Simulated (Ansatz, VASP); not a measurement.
Given: the input of a run of Ansatz 0.2.0 on Ge.

File input.yaml:

```yaml
crystal:
  lattice:
    - [-1.5976249096, 1.5976249096, 1.8606079433]
    - [1.5976249096, -1.5976249096, 1.8606079433]
    - [1.5976249096, 1.5976249096, -1.8606079433]
  atoms:
    - { symbol: Ge, position: [0.5, 0.5, 0.0] }
hamiltonian:
  xc: r2scan0
  pseudopotentials: { kind: paw }
kpoints:
  mp_grid: { grid: [6, 6, 6] }
scf:
  occupations: { method: fermi_dirac, width: 0.05 }
output:
  forces: true
  stress: true
  eigenvalues: true
```

Potentials or basis: Ansatz PAW.

Launch:

```bash
$ ansatz run input.yaml --threads 2 --pin off --max-ram 5632MiB --backend cpu --events-out ev --progress --plain --runs-dir out
```

**Question.** Translate it to VASP 6.6.1. Potentials there: VASP PAW PBE potentials, release 64 (Ge_d).

**Answer.** As run (the cutoff follows the program's own potentials):

The input POSCAR:

```
Ge
1.0
   -1.5976249096      1.5976249096      1.8606079433
    1.5976249096     -1.5976249096      1.8606079433
    1.5976249096      1.5976249096     -1.8606079433
Ge
1
Direct
    0.5000000000      0.5000000000      0.0000000000
```

INCAR.step1

```
ALGO = Normal
EDIFF = 1E-5
ENCUT = 520
GGA = PE
ISIF = 2
ISMEAR = -1
LASPH = T
LCHARG = F
LREAL = F
LWAVE = T
NBANDS = 13
NELM = 60
PREC = Accurate
SIGMA = 0.05
```

Contents of INCAR.step2:

```
AEXX = 0.25
ALGO = Normal
EDIFF = 1E-7
ENCUT = 520
ISIF = 2
ISMEAR = -1
ISTART = 1
LASPH = T
LCHARG = F
LHFCALC = T
LMIXTAU = T
LREAL = F
LWAVE = F
METAGGA = R2SCAN
NBANDS = 13
NELM = 60
PREC = Accurate
PRECFOCK = Normal
SIGMA = 0.05
```

The input KPOINTS:

```
k-points
0
Gamma
  6 6 6
```

Potentials or basis: VASP PAW PBE potentials, release 64 (Ge_d).

Command:

```sh
$ cat potpaw_PBE.64/Ge_d/POTCAR > POTCAR
$ cp INCAR.step1 INCAR
$ mpirun -np 1 vasp_std > vasp.out
$ cp INCAR.step2 INCAR
$ mpirun -np 1 vasp_std > vasp.out
```

Both were run:

|  | VASP | Ansatz | Ansatz less VASP |
| --- | --- | --- | --- |
| gap on the k mesh at the Fermi level (eV) | none | none | - |
| pressure (GPa) | -1.5 | -1.3 | +0.21 |
| traceless stress, the component that is largest in VASP (GPa) | -7.59 | -7.60 | -0.011 |

VASP's potentials were made for PBE, not for r2SCAN0. A gap of «none» marks a metal or a gap that the smearing closes.

The k mesh is coarse, so the values compare programs but aren't converged.
